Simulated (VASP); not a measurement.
Crystal: Cu.

```
Cu
1.0
     0.00000    1.83129    1.83129
     1.83129    0.00000    1.83129
     1.83129    1.83129    0.00000
Cu
1
Direct
  0.00000 0.00000 0.00000
```

Base run:

- Program: VASP 6.6.1
- Functional: revPBE
- Dispersion: D3(BJ)
- Potentials or basis: VASP PAW PBE potentials, release 64 (Cu)
- Cutoff: 600 eV
- k mesh: 13 × 13 × 13
- Occupations: fermi-dirac, width 0.05 eV
- Spin: no spin polarisation

Its results: pressure -14.5 GPa.

**Question.** After a change of settings the same cell gave: pressure -35.2 GPa. Which change was it?
A. functional from revPBE to RPBE
B. dispersion from D3(BJ) to D4
C. functional from revPBE to PBEsol; dispersion from D3(BJ) to none; cutoff from 600 eV to 520 eV
D. functional from revPBE to PBEsol

**Answer.** A.

Caveats: the PAW data sets were made with another functional, which shifts forces and pressure a little; pairwise dispersion overbinds metals, which lowers pressure and volume.
